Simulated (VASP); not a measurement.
A run of VASP 6.6.1 is set up as follows.

INCAR

```
ALGO     = Fast           # electronic algorithm
EDIFF    = 1E-7           # SCF threshold, eV
ENCUT    = 520            # plane-wave cutoff, eV
GGA      = PE             # functional
ISIF     = 2              # what is computed and relaxed
ISMEAR   = 0              # smearing method
LASPH    = True           # aspherical terms in the spheres
LCHARG   = False          # write CHGCAR
LREAL    = False          # projectors in reciprocal space
LWAVE    = False          # write WAVECAR
NBANDS   = 14             # bands
NELM     = 100            # most SCF steps
PREC     = Accurate       # precision mode
SIGMA    = 0.1            # smearing width, eV
```

Contents of KPOINTS:

```
k-points
0
Gamma
  2 2 2
```

POSCAR

```
Mg3Te
1.0
   -2.1393600000      2.1393600000      5.2824880000
    2.1393600000     -2.1393600000      5.2824880000
    2.1393600000      2.1393600000     -5.2824880000
Mg Te
3 1
Direct
    0.5000000000      0.5000000000      0.0000000000
    0.7500000000      0.2500000000      0.5000000000
    0.2500000000      0.7500000000      0.5000000000
    0.0000000000      0.0000000000      0.0000000000
```

Potentials or basis: VASP PAW PBE potentials, release 64 (Mg, Te).

Launch:

```sh
$ cat potpaw_PBE.64/Mg/POTCAR potpaw_PBE.64/Te/POTCAR > POTCAR
$ mpirun -np 1 vasp_std > vasp.out
```

Problem. What does it give for the pressure?

Solution. 2.3 GPa.

Problem. Predict the band gap on the k mesh.

Solution. Zero (band 6 reaches 5.07 eV, above the bottom of band 7 at 4.43 eV).

Stress tensor (GPa, compression positive):
```
2.43 0.00 0.00
0.00 2.43 0.00
0.00 0.00 2.18
```

Caveat: the k points lie up to 1.04 Å⁻¹ apart; spin-orbit coupling is left out, which moves the levels of the heavy elements.
